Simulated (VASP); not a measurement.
Crystal: Al.

```
Al
1.0
     0.00000    1.99744    1.99744
     1.99744    0.00000    1.99744
     1.99744    1.99744    0.00000
Al
1
Cartesian
  0.0000 0.0000 0.0000
```

Base run:

```yaml
Program: VASP 6.6.1
Functional: PBEsol
Dispersion: D4
Potentials_or_basis: VASP PAW PBE potentials, release 64 (Al)
Cutoff: 520 eV
k_mesh: 11 × 11 × 11
Occupations: fermi-dirac, width 0.05 eV
Spin: no spin polarisation
```

Its results: pressure -0.5 GPa.

Question: The run is repeated on the same cell with these changes: functional from PBEsol to RPBE. What comes out?

Answer: Pressure -2.1 GPa.

Caveats: the PAW data sets were made with another functional, which shifts forces and pressure a little; pairwise dispersion overbinds metals, which lowers pressure and volume.
